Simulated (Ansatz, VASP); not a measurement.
## Two plane-wave programs on Sc

File INCAR:

```
PREC = Accurate
ENCUT = 520
EDIFF = 1E-6
ISMEAR = 0
SIGMA = 0.1
LREAL = False
LASPH = True
NELM = 150
ALGO = Fast
ISIF = 2
LWAVE = False
LCHARG = False
LMAXMIX = 4
LDAU = True
LDAUTYPE = 2
LDAUL = 2
LDAUU = 2.1
LDAUJ = 0
LDAUPRINT = 1
GGA = PE
NBANDS = 12
```

The input KPOINTS:

```
regular mesh
0
Gamma
  8 8 8
```

POSCAR

```
Sc
1.0
    0.0000000000      2.3268462047      2.3268462047
    2.3268462047      0.0000000000      2.3268462047
    2.3268462047      2.3268462047      0.0000000000
Sc
1
Direct
    0.0000000000      0.0000000000      0.0000000000
```

Input for Ansatz:

```yaml
crystal:
  lattice:
    - [0.0, 2.3268462047, 2.3268462047]
    - [2.3268462047, 0.0, 2.3268462047]
    - [2.3268462047, 2.3268462047, 0.0]
  atoms:
    - { symbol: Sc, position: [0.0, 0.0, 0.0] }
basis:
  ecutwfc: 420
kpoints:
  mp_grid: { grid: [8, 8, 8] }
hamiltonian:
  xc: pbe
  hubbard: { sites: [{ species: Sc, l: d, u_eff: 2.1 }], projectors: atomic }
scf:
  occupations: { method: gaussian, width: 0.1 }
  max_iter: 40
output:
  forces: true
  stress: true
  eigenvalues: true
```

Alike in both runs: task single point; functional PBE; k mesh 8 × 8 × 8; occupations gaussian, width 0.1 eV; no spin polarisation; Hubbard terms Sc d U = 2.1 eV.

```csv
,VASP,Ansatz
version,VASP 6.6.1,Ansatz 0.2.0
potentials or method,"VASP PAW PBE potentials, release 64 (Sc_sv), cutoff 520 eV","scalar-relativistic, plane waves, PAW"
valence electrons in the cell,11,11
```

VASP gave:

| Item | Value |
| --- | --- |
| gap on the k mesh at the Fermi level (eV) | none |
| pressure (GPa) | 2.8 |

Q: What did Ansatz give for the same quantities?

A: gap on the k mesh at the Fermi level (eV): none; pressure (GPa): 4.7.

The programs project onto different local orbitals, so the same U acts differently, and such runs can settle in different states. A gap of «none» marks a metal or a gap that the smearing closes. Ansatz's warnings: filled band counts differ across k points.
